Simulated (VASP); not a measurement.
Input of a VASP 6.6.1 run:

File INCAR:

```
ALGO = Normal
EDIFF = 1E-7
ENCUT = 520
GGA = RE
ISIF = 2
ISMEAR = -1
LASPH = T
LCHARG = F
LREAL = F
LWAVE = F
NBANDS = 20
NELM = 80
PREC = Accurate
SIGMA = 0.1
```

The input KPOINTS:

```
k-points
0
Gamma
  13 13 11
```

The input POSCAR:

```
Ga
1.0
    1.4036650962     -4.2805573323      0.0251939320
    1.4036650962      4.2805573323      0.0251939320
   -0.0585440605      0.0000000000      3.2762635616
Ga
2
Direct
    0.8677114022      0.1322885978      0.2500000000
    0.1322885978      0.8677114022      0.7500000000
```

Potentials or basis: VASP PAW PBE potentials, release 64 (Ga_d).

The run is started by

```sh
$ cat potpaw_PBE.64/Ga_d/POTCAR > POTCAR
$ mpirun -np 1 vasp_std > vasp.out
```

(1) What does it give for the largest force?

(2) Predict the band gap on the k mesh.

(3) Predict the pressure.

## Answers

(1) 0.020 eV/Å.

(2) zero (band 13 reaches 9.81 eV, above the bottom of band 14 at 1.71 eV).

(3) 0.3 GPa.

Caveat: the PAW data sets were made with another functional, which shifts forces and pressure a little.
